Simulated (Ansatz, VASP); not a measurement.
**One calculation of BaF2, two programs**

```
CELL_PARAMETERS angstrom
0.00000 3.11265 3.08299
3.11265 0.00000 3.08299
3.11265 3.11265 0.00000
ATOMIC_POSITIONS crystal
Ba 0.00000 0.00000 0.00000
F 0.25000 0.25000 0.25000
F 0.75000 0.75000 0.75000
```

Change from the starting cell: epitaxial_xy strain +0.5%.

Alike in both runs: task single point; functional HSE06; k mesh 6 × 6 × 6; no spin polarisation.

|  | VASP | Ansatz |
| --- | --- | --- |
| version | VASP 6.6.1 | Ansatz 0.2.0 |
| potentials or method | VASP PAW PBE potentials, release 64 (Ba_sv, F) | plane waves, PAW |
| plane-wave cutoff (eV) | 520 | 420 |
| occupations | gaussian, width 0.01 eV | fixed |
| valence electrons in the cell | 24 | 24 |

Ansatz gave:

| Property | Result |
| --- | --- |
| gap on the k mesh at the Fermi level (eV) | 8.75 |
| pressure (GPa) | 0.1 |
| traceless stress, the component that is largest in VASP (GPa) | 0.33 |

Problem. Which values does VASP return?

Solution. gap on the k mesh at the Fermi level (eV): 8.68; pressure (GPa): 1.0; traceless stress, the component that is largest in VASP (GPa): 0.32.

Ansatz's warnings: stress exchange threshold loose, stress scf threshold loose.

Neither program's run includes spin-orbit coupling.
